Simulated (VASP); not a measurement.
# TiOs3 (Fm-3m) in VASP: single point with PBE

Aim: the single point of TiOs3 with PBE.

All numbers are computed with VASP 6.6.1; they aren't measurements. Logs are shortened: lines on timing, memory, paths and dates and some standing lists are left out, and cuts for length are marked.

## 1. The cell of the first run

The structure is cubic, space group Fm-3m (No. 225). Conventional cell: a = 6.187 Å, b = 6.187 Å, c = 6.187 Å, α = 90.00°, β = 90.00°, γ = 90.00°. Within 3.5 Å of Ti (site symmetry m-3m) lie 14 Os at 2.68 to 3.09 Å. Within 3.5 Å of Os (site symmetry -43m) lie 4 Ti at 2.68 Å and 10 Os at 2.68 to 3.09 Å. Within 3.5 Å of Os (site symmetry m-3m) lie 8 Os at 2.68 Å and 6 Ti at 3.09 Å.

The cell was built from a structure type or drawn by symmetry, and may not be a known phase.

## 2. Single point, PBE, collinear spin

Contents of INCAR:

```
SYSTEM = TiOs3
  ALGO = Fast
  EDIFF = 1E-6
  ENCUT = 520
  GGA = PE
  ISIF = 2
  ISMEAR = 0
  ISPIN = 2
  LASPH = .True.
  LCHARG = .False.
  LMAXMIX = 4
  LORBIT = 11
  LREAL = .False.
  LWAVE = .False.
  MAGMOM = 0.12 0.19 0.19 0.48
  NBANDS = 30
  NELM = 150
  PREC = Accurate
  SIGMA = 0.1
```

Contents of KPOINTS:

```
k-points
0
Gamma
  14 14 14
  0 0 0
```

Contents of POSCAR:

```
TiOs3
1.0
    0.0000000000      3.0935208875      3.0935208875
    3.0935208875      0.0000000000      3.0935208875
    3.0935208875      3.0935208875      0.0000000000
Ti Os
1 3
Direct
    0.5000000000      0.5000000000      0.5000000000
    0.2500000000      0.2500000000      0.2500000000
    0.7500000000      0.7500000000      0.7500000000
    0.0000000000      0.0000000000      0.0000000000
```

Potentials or basis: VASP PAW PBE potentials, release 64 (Ti_sv, Os).

Command:

```bash
cat potpaw_PBE.64/Ti_sv/POTCAR potpaw_PBE.64/Os/POTCAR > POTCAR
mpirun -np 1 vasp_std > vasp.out
```

OUTCAR:

```text
SYSTEM = TiOs3
   EDIFF = 1E-6
   ENCUT = 520
   GGA = PE
   ISIF = 2
   ISMEAR = 0
   ISPIN = 2
   LASPH = .True.
   LORBIT = 11
   LREAL = .False.
   NELM = 150
   PREC = Accurate

 ion  position               nearest neighbor table
   1  0.500  0.500  0.500-   2 2.68   2 2.68   2 2.68   2 2.68   3 2.68   3 2.68   3 2.68   3 2.68
                             4 3.09   4 3.09   4 3.09   4 3.09   4 3.09   4 3.09
   2  0.250  0.250  0.250-   4 2.68   4 2.68   4 2.68   1 2.68   4 2.68   1 2.68   1 2.68   1 2.68
                             3 3.09   3 3.09   3 3.09   3 3.09   3 3.09   3 3.09
   3  0.750  0.750  0.750-   1 2.68   1 2.68   1 2.68   1 2.68   4 2.68   4 2.68   4 2.68   4 2.68
                             2 3.09   2 3.09   2 3.09   2 3.09   2 3.09   2 3.09
   4  0.000  0.000  0.000-   3 2.68   3 2.68   3 2.68   2 2.68   3 2.68   2 2.68   2 2.68   2 2.68
                             1 3.09   1 3.09   1 3.09   1 3.09   1 3.09   1 3.09

  LATTYP: Found a face centered cubic cell.
 ALAT       =     6.1870417750

  Lattice vectors:

 A1 = (   0.0000000000,   3.0935208875,   3.0935208875)
 A2 = (   3.0935208875,   0.0000000000,   3.0935208875)
 A3 = (   3.0935208875,   3.0935208875,   0.0000000000)

Analysis of symmetry for initial positions (statically):
=====================================================================
 Subroutine PRICEL returns:
 Original cell was already a primitive cell.

 Routine SETGRP: Setting up the symmetry group for a
 face centered cubic supercell.

 Subroutine GETGRP returns: Found 48 space group operations
 (whereof 48 operations were pure point group operations)
 out of a pool of 48 trial point group operations.

The static configuration has the point symmetry O_h .

Analysis of symmetry for dynamics (positions and initial velocities):
=====================================================================
 Subroutine PRICEL returns:
 Original cell was already a primitive cell.

 Routine SETGRP: Setting up the symmetry group for a
 face centered cubic supercell.

 Subroutine GETGRP returns: Found 48 space group operations
 (whereof 48 operations were pure point group operations)
 out of a pool of 48 trial point group operations.

The dynamic configuration has the point symmetry O_h .

Analysis of structural, dynamic, and magnetic symmetry:
=====================================================================
 Subroutine PRICEL returns:
 Original cell was already a primitive cell.

 Routine SETGRP: Setting up the symmetry group for a
 face centered cubic supercell.

 Subroutine GETGRP returns: Found 48 space group operations
 (whereof 48 operations were pure point group operations)
 out of a pool of 48 trial point group operations.

The overall configuration has the point symmetry O_h .

 Subroutine INISYM returns: Found 48 space group operations
 (whereof 48 operations are pure point group operations),
 and found     1 'primitive' translations

----------------------------------------------------------------------------------------

                                     Primitive cell

  volume of cell :      59.2092

  direct lattice vectors                    reciprocal lattice vectors
     0.000000000  3.093520887  3.093520887    -0.161628131  0.161628131  0.161628131
     3.093520887  0.000000000  3.093520887     0.161628131 -0.161628131  0.161628131
     3.093520887  3.093520887  0.000000000     0.161628131  0.161628131 -0.161628131

  length of vectors
     4.374899195  4.374899195  4.374899195     0.279948135  0.279948135  0.279948135

  position of ions in fractional coordinates (direct lattice)
     0.500000000  0.500000000  0.500000000
     0.250000000  0.250000000  0.250000000
     0.750000000  0.750000000  0.750000000
     0.000000000  0.000000000  0.000000000

  ion indices of the primitive-cell ions
   primitive index   ion index
                 1           1
                 2           2
                 3           3
[... 22 lines left out ...]

 Subroutine IBZKPT returns following result:
 ===========================================

 Found    104 irreducible k-points:

 Following reciprocal coordinates:
            Coordinates               Weight
  0.000000  0.000000  0.000000      1.000000
  0.071429  0.000000  0.000000      8.000000
  0.142857  0.000000  0.000000      8.000000
  0.214286  0.000000  0.000000      8.000000
  0.285714  0.000000  0.000000      8.000000
  0.357143  0.000000  0.000000      8.000000
[... 16 lines left out ...]
  0.214286  0.142857  0.000000     24.000000
  0.285714  0.142857  0.000000     24.000000
 [... further k-points ...]
   k-points           NKPTS =    104   k-points in BZ     NKDIM =    104   number of bands    NBANDS=     30
   number of dos      NEDOS =    301   number of ions     NIONS =      4
   total plane-waves  NPLWV =  46656
   dimension x,y,z NGX =    36 NGY =   36 NGZ =   36
   dimension x,y,z NGXF=    72 NGYF=   72 NGZF=   72
   ions per type =               1   3
   NGX,Y,Z   is equivalent  to a cutoff of  13.68, 13.68, 13.68 a.u.
   NGXF,Y,Z  is equivalent  to a cutoff of  27.36, 27.36, 27.36 a.u.
 SYSTEM =  TiOs3
   PREC   = accura    normal or accurate (medium, high low for compatibility)
   ISTART =      0    job   : 0-new  1-cont  2-samecut
   ICHARG =      2    charge: 1-file 2-atom 10-const
   ISPIN  =      2    spin polarized calculation?
   LNONCOLLINEAR =      F non collinear calculations
   LSORBIT =      F    spin-orbit coupling
   LASPH  =      T    aspherical Exc in radial PAW
   ENCUT  =  520.0 eV  38.22 Ry    6.18 a.u.   8.13  8.13  8.13*2*pi/ulx,y,z
   NELM   =    150;   NELMIN=  2; NELMDL= -5     # of ELM steps
   EDIFF  = 0.1E-05   stopping-criterion for ELM
   LREAL  =      F    real-space projection
   EDIFFG = 0.1E-04   stopping-criterion for IOM
   NSW    =      0    number of steps for IOM
   IBRION =     -1    ionic relax: 0-MD 1-quasi-New 2-CG
   NFREE  =      0    steps in history (QN), initial steepest desc. (CG)
   ISIF   =      2    stress and relaxation
   ISYM   =      2    0-nonsym 1-usesym 2-fastsym
   POTIM  = 0.5000    time-step for ionic-motion
   TEBEG  =    0.0;   TEEND  =   0.0 temperature during run
   PSTRESS=    0.0 pullay stress
   NELECT =      36.0000    total number of electrons
   NUPDOWN=      -1.0000    fix difference up-down
   EMIN   =  10.00;   EMAX   =-10.00  energy-range for DOS
   EFERMI =   0.00;   METHOD = LEGACY
   ISMEAR =     0;   SIGMA  =   0.10  broadening in eV -4-tet -1-fermi 0-gaus
   EFERMI_NEDOS =   21; number of points for ismear=-14 and -15
   IALGO  =     68    algorithm
   IMIX   =      4    mixing-type and parameters
     AMIX     =   0.40;   BMIX     =  1.00
     AMIX_MAG =   1.60;   BMIX_MAG =  1.00
  volume/ion in A,a.u.               =      14.80        99.89
  Fermi-wavevector in a.u.,A,eV,Ry     =   1.386903  2.620866 26.170788  1.923499
  Thomas-Fermi vector in A             =   2.511174
   LORBIT       =     11    0 simple, 1 ext, 2 COOP (PROOUT), +10 PAW based schemes
   GGA     = PE    functional components
   LHFCALC =     F    Hartree Fock is set to
   AEXX    =    0.0000 exact exchange contribution
   IVDW    =     0    specifies the selected vdW correction
   LEPSILON=     F    determine dielectric tensor
   LRPA    =     F    only Hartree local field effects (RPA)
 spin polarized calculation
 RMM-DIIS sequential band-by-band and
 Gauss-broadening in eV      SIGMA  =   0.10
  energy-cutoff  :      520.00
  volume of cell :       59.21
 maximum number of plane-waves:      1639
 NGX is ok and might be reduce to    36
   NGX = 17   NGY = 17   NGZ = 17

 number of electron      36.0000002 magnetization       0.0115823

 Free energy of the ion-electron system (eV)
  ---------------------------------------------------
  ext. energy  EPLUGINS =         0.00000000
  ---------------------------------------------------
  free energy    TOTEN  =       -40.85461453 eV

  energy without entropy =      -40.81737144  energy(sigma->0) =      -40.83599298

 E-fermi :   9.2188     XC(G=0): -13.3735

 val. band max:        9.2186294476   @ k =  -0.3571   0.2857   0.1429
 cond. band min:       9.2230196645   @ k =   0.4286   0.3571   0.0714
 fundamental gap:      0.0043902169
 Fermi energy:         9.2187751572

 spin component 1

 k-point     1 :       0.0000    0.0000    0.0000
  band No.  band energies     occupation
      1     -47.8105      1.00000
      2     -24.0958      1.00000
      3     -24.0958      1.00000
      4     -24.0958      1.00000
      5      -0.5715      1.00000
      6       2.8856      1.00000
[... 781 lines left out ...]
     29      16.8255      0.00000
     30      18.6879      0.00000

 [... further k-points ...]

 spin component 2

 k-point     1 :       0.0000    0.0000    0.0000
  band No.  band energies     occupation
      1     -47.8097      1.00000
      2     -24.0951      1.00000
      3     -24.0951      1.00000
      4     -24.0951      1.00000
      5      -0.5706      1.00000
      6       2.8877      1.00000
[... 781 lines left out ...]
     29      16.8266      0.00000
     30      18.6886      0.00000

 [... further k-points ...]

------------------------ aborting loop because EDIFF is reached ----------------------------------------

  FORCE on cell =-STRESS in cart. coord.  units (eV):
  Direction    XX          YY          ZZ          XY          YZ          ZX
  --------------------------------------------------------------------------------------
  -------------------------------------------------------------------------------------
  Total       -0.4293443     -0.4293443     -0.4293443      0.0000000      0.0000000     -0.0000000
  in kB      -11.6178878    -11.6178878    -11.6178878      0.0000000      0.0000000     -0.0000000
  external PRESSURE =     -11.6178878 kB  Pullay stress =       0.0000000 kB

 VOLUME and BASIS-vectors are now :
 -----------------------------------------------------------------------------
  energy-cutoff  :      520.00
  volume of cell :       59.21
      direct lattice vectors                 reciprocal lattice vectors
     0.000000000  3.093520887  3.093520887    -0.161628131  0.161628131  0.161628131
     3.093520887  0.000000000  3.093520887     0.161628131 -0.161628131  0.161628131
     3.093520887  3.093520887  0.000000000     0.161628131  0.161628131 -0.161628131

 POSITION                                       TOTAL-FORCE (eV/Angst)
 -----------------------------------------------------------------------------------
      3.09352      3.09352      3.09352         0.000000     -0.000000      0.000000
      1.54676      1.54676      1.54676         0.000000      0.000000      0.000000
      4.64028      4.64028      4.64028        -0.000000     -0.000000     -0.000000
      0.00000      0.00000      0.00000         0.000000     -0.000000      0.000000
 -----------------------------------------------------------------------------------
    total drift:                                0.000000      0.000000      0.000000

  FREE ENERGIE OF THE ION-ELECTRON SYSTEM (eV)
  ---------------------------------------------------
  free  energy   TOTEN  =       -40.8546145275 eV

  energy  without entropy=      -40.8173714406  energy(sigma->0) =      -40.83599298

 total charge

# of ion       s       p       d       tot
------------------------------------------
    1        2.230   6.202   1.944  10.377
    2        0.647   0.641   5.986   7.275
    3        0.647   0.641   5.986   7.275
    4        0.651   0.714   5.930   7.295
--------------------------------------------------
tot          4.176   8.198  19.847  32.221

 magnetization (x)

# of ion       s       p       d       tot
------------------------------------------
    1        0.000   0.000   0.001   0.001
    2       -0.000   0.000   0.002   0.002
    3       -0.000   0.000   0.002   0.002
    4        0.000   0.000   0.005   0.005
--------------------------------------------------
tot          0.000   0.000   0.009   0.010
```

Run time: 26 min. Hardware: 1 thread of Intel Xeon 8259CL, shared host; peak memory 0.44 GiB.

Results:

```yaml
Free_energy: -40.8546 eV
Pressure: -1.2 GPa
Band_gap_on_the_k_mesh: zero (filled and empty bands overlap)
Net_moment: 0.01 μB per cell
Valence_electrons_inside_the_program's_atomic_spheres: Ti 10.38; Os 7.28, 7.29 (each value once)
```

Caveat: spin-orbit coupling is left out, which moves the levels of the heavy elements.
